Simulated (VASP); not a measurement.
A run of VASP 6.6.1:

INCAR

```
PREC = Accurate
ENCUT = 520
EDIFF = 1E-6
ISMEAR = 0
SIGMA = 0.1
LREAL = False
LASPH = True
NELM = 80
ALGO = Normal
ISIF = 2
LWAVE = False
LCHARG = False
GGA = PE
NBANDS = 16
```

KPOINTS

```
regular mesh
0
Gamma
  6 6 6
```

The input POSCAR:

```
InSb
1.0
    0.0000000000      3.2391000000      3.2391000000
    3.2391000000      0.0000000000      3.2391000000
    3.2391000000      3.2391000000      0.0000000000
In Sb
1 1
Direct
    0.0000000000      0.0000000000      0.0000000000
    0.2500000000      0.2500000000      0.2500000000
```

Potentials or basis: VASP PAW PBE potentials, release 64 (In_d, Sb).

Launch:

```bash
$ cat potpaw_PBE.64/In_d/POTCAR potpaw_PBE.64/Sb/POTCAR > POTCAR
$ mpirun -np 1 vasp_std > vasp.out
```

Hardware: 1 thread of AMD EPYC 7R43 64-Core Processor (Zen 3), on a shared host.

Question: Estimate the wall time of this run.

Answer: It took 21 s on 1 thread of AMD EPYC 7R43 64-Core Processor (Zen 3) (shared host), peak memory 0.17 GiB. Counts: scf iterations 13, k points 16.
